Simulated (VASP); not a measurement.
A run of VASP 6.6.1 is set up as follows.

File INCAR:

```
SYSTEM = Al12O
PREC = Accurate ; ENCUT = 520
EDIFF = 1E-6 ; ISMEAR = -1
SIGMA = 0.15 ; LREAL = .False.
LASPH = .True. ; NELM = 80
ALGO = Normal ; ISIF = 2
LWAVE = .False. ; LCHARG = .False.
GGA = PE ; NBANDS = 33
```

KPOINTS

```
regular mesh
0
Gamma
  4 4 1
  0 0 0
```

The input POSCAR:

```
Al12O
1.0
    5.7275650000      0.0000000000      0.0000000000
    2.8637820000      4.9602170000      0.0000000000
    0.0000000000      0.0000000000     15.6765370000
Al O
12 1
Direct
    0.1666666208      0.1666667003      0.0637895984
    0.6666667081      0.1666667003      0.0637895984
    0.1666666712      0.6666665995      0.0637895984
    0.6666667585      0.6666665995      0.0637895984
   -0.1667309091      0.3334622255      0.2118380482
    0.3335865372      0.3328257615      0.2123085602
   -0.1671497574      0.8336074813      0.2123364363
    0.3335427906      0.8336084893      0.2123342037
   -0.0045038971      0.0089955742      0.3635614167
    0.4997998660      0.0003864750      0.3535931437
   -0.0046487956      0.4958559273      0.3635369215
    0.5087855627      0.4958529032      0.3635286288
    1.1666278137     -0.3332511461      0.4130036500
```

Potentials or basis: VASP PAW PBE potentials, release 64 (Al, O).

The run is started by

```console
$ cat potpaw_PBE.64/Al/POTCAR potpaw_PBE.64/O/POTCAR > POTCAR
$ mpirun -np 1 vasp_std > vasp.out
```

Task: Estimate the largest force.

Result: 0.040 eV/Å.

Task: Estimate the band gap on the k mesh.

Result: Zero (bands 21 and 22 overlap by 0.33 eV).

Forces on the atoms (eV/Å):
```
Al   0.005 -0.003  0.016
Al  -0.005 -0.003  0.016
Al   0.000  0.000 -0.040
Al   0.000  0.006  0.016
Al   0.000 -0.002  0.005
Al   0.000  0.005 -0.005
Al   0.003 -0.001 -0.006
Al  -0.003 -0.001 -0.006
Al   0.000  0.010  0.000
Al   0.000 -0.004 -0.005
Al  -0.007 -0.006  0.001
Al   0.007 -0.006  0.001
O    0.000  0.003  0.007
```
